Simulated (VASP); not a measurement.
# TaF3 (Pm-3m) in VASP: single point with r2SCAN

Aim: the single point of TaF3 with r2SCAN.

Program: VASP 6.6.1. These are calculated values, not measurements. Logs are shortened: lines on timing, memory, paths and dates and some standing lists are left out, and cuts for length are marked.

### 1 The cell of the first run

The structure is cubic, space group Pm-3m (No. 221). Conventional cell: a = 4.095 Å, b = 4.095 Å, c = 4.095 Å, α = 90.00°, β = 90.00°, γ = 90.00°. Ta (site symmetry m-3m) has 6 F at 2.05 Å within 2.7 Å. F (site symmetry 4/mmm) has 2 Ta at 2.05 Å within 2.7 Å.

### 2 Single point, r2SCAN

Contents of POSCAR:

```
TaF3
1.0
    4.0954297900      0.0000000000      0.0000000000
    0.0000000000      4.0954297900      0.0000000000
    0.0000000000      0.0000000000      4.0954297900
Ta F
1 3
Direct
    0.0000000000      0.0000000000      0.0000000000
    0.5000000000      0.0000000000      0.0000000000
    0.0000000000      0.5000000000      0.0000000000
    0.0000000000      0.0000000000      0.5000000000
```

Contents of INCAR.step1:

```
SYSTEM = TaF3
PREC = Accurate
ENCUT = 660
ISMEAR = -1
SIGMA = 0.15
LREAL = .False.
LASPH = .True.
NELM = 120
NBANDS = 24
GGA = PE
ALGO = Normal
EDIFF = 1E-5
LWAVE = .True.
LCHARG = .False.
GGA_COMPAT = .False.
```

Contents of INCAR.step2:

```
SYSTEM = TaF3
PREC = Accurate
ENCUT = 660
EDIFF = 1E-6
ISMEAR = -1
SIGMA = 0.15
LREAL = .False.
LASPH = .True.
NELM = 120
ALGO = Normal
ISIF = 2
LWAVE = .False.
LCHARG = .False.
METAGGA = R2SCAN
LMIXTAU = .True.
NBANDS = 24
ISTART = 1
GGA_COMPAT = .False.
```

Contents of KPOINTS:

```
Automatic mesh
0
Gamma
  10 10 10
  0 0 0
```

Potentials or basis: VASP PAW PBE potentials, release 64 (Ta_pv, F).

The run is started by

```
cat potpaw_PBE.64/Ta_pv/POTCAR potpaw_PBE.64/F/POTCAR > POTCAR
cp INCAR.step1 INCAR
mpirun -np 1 vasp_std > vasp.out
cp INCAR.step2 INCAR
mpirun -np 1 vasp_std > vasp.out
```

OUTCAR:

```text
SYSTEM = TaF3
   PREC = Accurate
   ENCUT = 660
   EDIFF = 1E-6
   ISMEAR = -1
   LREAL = .False.
   LASPH = .True.
   NELM = 120
   ISIF = 2
   METAGGA = R2SCAN
   ISTART = 1

 ion  position               nearest neighbor table
   1  0.000  0.000  0.000-   2 2.05   3 2.05   4 2.05   4 2.05   3 2.05   2 2.05
   2  0.500  0.000  0.000-   1 2.05   1 2.05
   3  0.000  0.500  0.000-   1 2.05   1 2.05
   4  0.000  0.000  0.500-   1 2.05   1 2.05

  LATTYP: Found a simple cubic cell.
 ALAT       =     4.0954297900

  Lattice vectors:

 A1 = (   4.0954297900,   0.0000000000,   0.0000000000)
 A2 = (   0.0000000000,   4.0954297900,   0.0000000000)
 A3 = (   0.0000000000,   0.0000000000,   4.0954297900)

Analysis of symmetry for initial positions (statically):
=====================================================================
 Subroutine PRICEL returns:
 Original cell was already a primitive cell.

 Routine SETGRP: Setting up the symmetry group for a
 simple cubic supercell.

 Subroutine GETGRP returns: Found 48 space group operations
 (whereof 48 operations were pure point group operations)
 out of a pool of 48 trial point group operations.

The static configuration has the point symmetry O_h .

Analysis of symmetry for dynamics (positions and initial velocities):
=====================================================================
 Subroutine PRICEL returns:
 Original cell was already a primitive cell.

 Routine SETGRP: Setting up the symmetry group for a
 simple cubic supercell.

 Subroutine GETGRP returns: Found 48 space group operations
 (whereof 48 operations were pure point group operations)
 out of a pool of 48 trial point group operations.

The dynamic configuration has the point symmetry O_h .

 Subroutine INISYM returns: Found 48 space group operations
 (whereof 48 operations are pure point group operations),
 and found     1 'primitive' translations

----------------------------------------------------------------------------------------

                                     Primitive cell
[... 81 lines left out ...]
   dimension x,y,z NGXF=    72 NGYF=   72 NGZF=   72
   ions per type =               1   3
   NGX,Y,Z   is equivalent  to a cutoff of  14.61, 14.61, 14.61 a.u.
   NGXF,Y,Z  is equivalent  to a cutoff of  29.23, 29.23, 29.23 a.u.
 SYSTEM =  TaF3
   PREC   = accura    normal or accurate (medium, high low for compatibility)
   ISTART =      1    job   : 0-new  1-cont  2-samecut
   ICHARG =      0    charge: 1-file 2-atom 10-const
   ISPIN  =      1    spin polarized calculation?
   LNONCOLLINEAR =      F non collinear calculations
   LSORBIT =      F    spin-orbit coupling
   LASPH  =      T    aspherical Exc in radial PAW
   ENCUT  =  660.0 eV  48.51 Ry    6.96 a.u.   8.58  8.58  8.58*2*pi/ulx,y,z
   NELM   =    120;   NELMIN=  2; NELMDL=  0     # of ELM steps
   EDIFF  = 0.1E-05   stopping-criterion for ELM
   LREAL  =      F    real-space projection
   EDIFFG = 0.1E-04   stopping-criterion for IOM
   NSW    =      0    number of steps for IOM
   IBRION =     -1    ionic relax: 0-MD 1-quasi-New 2-CG
   NFREE  =      0    steps in history (QN), initial steepest desc. (CG)
   ISIF   =      2    stress and relaxation
   ISYM   =      2    0-nonsym 1-usesym 2-fastsym
   POTIM  = 0.5000    time-step for ionic-motion
   TEBEG  =    0.0;   TEEND  =   0.0 temperature during run
   PSTRESS=    0.0 pullay stress
   NELECT =      32.0000    total number of electrons
   NUPDOWN=      -1.0000    fix difference up-down
   EMIN   =  10.00;   EMAX   =-10.00  energy-range for DOS
   EFERMI =   0.00;   METHOD = LEGACY
   ISMEAR =    -1;   SIGMA  =   0.15  broadening in eV -4-tet -1-fermi 0-gaus
   EFERMI_NEDOS =   21; number of points for ismear=-14 and -15
   IALGO  =     38    algorithm
   IMIX   =      4    mixing-type and parameters
     AMIX     =   0.40;   BMIX     =  1.00
     AMIX_MAG =   1.60;   BMIX_MAG =  1.00
  volume/ion in A,a.u.               =      17.17       115.89
  Fermi-wavevector in a.u.,A,eV,Ry     =   1.269089  2.398230 21.913357  1.610586
  Thomas-Fermi vector in A             =   2.402149
   LORBIT       =      0    0 simple, 1 ext, 2 COOP (PROOUT), +10 PAW based schemes
   METAGGA = R2SCAN    functional components
   LHFCALC =     F    Hartree Fock is set to
   AEXX    =    0.0000 exact exchange contribution
   IVDW    =     0    specifies the selected vdW correction
   LEPSILON=     F    determine dielectric tensor
   LRPA    =     F    only Hartree local field effects (RPA)
 non-spin polarized calculation
  energy-cutoff  :      660.00
  volume of cell :       68.69
 maximum number of plane-waves:      2680
 NGX is ok and might be reduce to    36
   NGX = 17   NGY = 17   NGZ = 17

 number of electron      31.9999971 magnetization

 Free energy of the ion-electron system (eV)
  ---------------------------------------------------
  ext. energy  EPLUGINS =         0.00000000
  ---------------------------------------------------
  free energy    TOTEN  =       -68.24763616 eV

  energy without entropy =      -68.01117711  energy(sigma->0) =      -68.12940664

 E-fermi :   3.4121     XC(G=0):  -8.8504

 val. band max:        3.4046634077   @ k =   0.3000   0.3000   0.1000
 cond. band min:       3.4282493002   @ k =   0.0000   0.0000   0.0000
 fundamental gap:      0.0235858926
 Fermi energy:         3.4120966271

 k-point     1 :       0.0000    0.0000    0.0000
  band No.  band energies     occupation
      1     -34.8345      2.00000
      2     -34.8345      2.00000
      3     -34.8345      2.00000
      4     -26.0511      2.00000
      5     -25.7823      2.00000
      6     -25.7823      2.00000
[... 637 lines left out ...]
     23      11.7039      0.00000
     24      12.1118      0.00000

 [... further k-points ...]
[... 5 lines left out ...]
  --------------------------------------------------------------------------------------
  -------------------------------------------------------------------------------------
  Total        0.0783348      0.0783348      0.0783348     -0.0000000     -0.0000000      0.0000000
  in kB        1.8271190      1.8271190      1.8271190     -0.0000000     -0.0000000      0.0000000
  external PRESSURE =       1.8271190 kB  Pullay stress =       0.0000000 kB

 VOLUME and BASIS-vectors are now :
 -----------------------------------------------------------------------------
  energy-cutoff  :      660.00
  volume of cell :       68.69
      direct lattice vectors                 reciprocal lattice vectors
     4.095429790  0.000000000  0.000000000     0.244174617  0.000000000  0.000000000
     0.000000000  4.095429790  0.000000000     0.000000000  0.244174617  0.000000000
     0.000000000  0.000000000  4.095429790     0.000000000  0.000000000  0.244174617

 POSITION                                       TOTAL-FORCE (eV/Angst)
 -----------------------------------------------------------------------------------
      0.00000      0.00000      0.00000         0.000000      0.000000      0.000000
      2.04771      0.00000      0.00000         0.000000      0.000000      0.000000
      0.00000      2.04771      0.00000         0.000000      0.000000      0.000000
      0.00000      0.00000      2.04771         0.000000      0.000000      0.000000
 -----------------------------------------------------------------------------------
    total drift:                                0.000000      0.000000     -0.000000

  FREE ENERGIE OF THE ION-ELECTRON SYSTEM (eV)
  ---------------------------------------------------
  free  energy   TOTEN  =       -68.2476361594 eV

  energy  without entropy=      -68.0111771138  energy(sigma->0) =      -68.12940664
```

OSZICAR.step1:

```text
N       E                     dE             d eps       ncg     rms          rms(c)
DAV:   1     0.294546615570E+03    0.29455E+03   -0.20036E+04  2696   0.154E+03
DAV:   2    -0.134731883382E+02   -0.30802E+03   -0.29676E+03  3448   0.395E+02
DAV:   3    -0.292026811409E+02   -0.15729E+02   -0.15597E+02  3368   0.872E+01
DAV:   4    -0.293429592855E+02   -0.14028E+00   -0.14015E+00  2872   0.929E+00
DAV:   5    -0.293444196368E+02   -0.14604E-02   -0.14603E-02  3352   0.936E-01    0.213E+01
DAV:   6    -0.269194870210E+02    0.24249E+01   -0.89353E+00  2824   0.255E+01    0.103E+01
DAV:   7    -0.269040354221E+02    0.15452E-01   -0.26417E-01  2784   0.447E+00    0.684E+00
DAV:   8    -0.269086240967E+02   -0.45887E-02   -0.47325E-02  2856   0.219E+00    0.143E+00
DAV:   9    -0.269060798102E+02    0.25443E-02   -0.89991E-03  3256   0.771E-01    0.415E-01
DAV:  10    -0.269068754517E+02   -0.79564E-03   -0.85076E-04  2768   0.262E-01    0.409E-02
DAV:  11    -0.269069743227E+02   -0.98871E-04   -0.11569E-04  2704   0.888E-02    0.307E-02
DAV:  12    -0.269069752901E+02   -0.96740E-06   -0.31856E-06  2160   0.174E-02
   1 F= -.26906975E+02 E0= -.26788330E+02  d E =-.237291E+00
```

Run time: 9.4 min. Hardware: 1 thread of Intel Xeon 8259CL, shared host; peak memory 0.29 GiB.

What came out:

```yaml
Free_energy: -68.2476 eV
Pressure: 0.2 GPa
Band_gap_on_the_k_mesh: zero (band 16 reaches 4.78 eV, above the bottom of band 17 at 2.50 eV)
```

Caveat: the PAW data sets were made with another functional, which shifts forces and pressure a little; spin-orbit coupling is left out, which moves the levels of the heavy elements.
